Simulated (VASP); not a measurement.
Write the native input for VASP 6.6.1 that does the following.

```yaml
Task: single point
Functional: PBE
Potentials_or_basis: VASP PAW PBE potentials, release 64 (S)
Cutoff: 520 eV
k_mesh: 15 × 15 × 8
Occupations: fermi-dirac, width 0.1 eV
Spin: no spin polarisation
Dipole_correction: no
Further_INCAR_settings: ALGO = Normal; EDIFF = 1e-06; NBANDS = 13
```

The structure of S lies in POSCAR:

```
S
1.0
    2.9943893759      0.0000000000      0.0000000000
   -1.4971946880      2.5932172684      0.0000000000
    0.0000000000      0.0000000000      3.4248883662
S
2
Direct
    0.3333333333      0.6666666667      0.2500000000
    0.6666666667      0.3333333333      0.7500000000
```

This cell differs from its parent crystal: volume scaled by 0.78.

These files were run (other wordings do the same):

INCAR

```
SYSTEM = S
PREC = Accurate
ENCUT = 520
EDIFF = 1E-6
ISMEAR = -1
SIGMA = 0.1
LREAL = .FALSE.
LASPH = .TRUE.
NELM = 100
ALGO = Normal
ISIF = 2
LWAVE = .FALSE.
LCHARG = .FALSE.
GGA = PE
NBANDS = 13
```

KPOINTS

```
Automatic mesh
0
G
  15 15 8
  0 0 0
```

Potentials or basis: VASP PAW PBE potentials, release 64 (S).

Command:

```console
$ cat potpaw_PBE.64/S/POTCAR > POTCAR
$ mpirun -np 1 vasp_std > vasp.out
```

It gave:

```
Pressure               : 26.8 GPa
Band gap on the k mesh : zero (band 6 reaches 12.06 eV, above the bottom of band 7 at 8.84 eV)
```

Run time: 10 s on 1 thread of Intel(R) Xeon(R) 6975P-C (Granite Rapids), with other jobs on the host, peak memory 0.16 GiB.
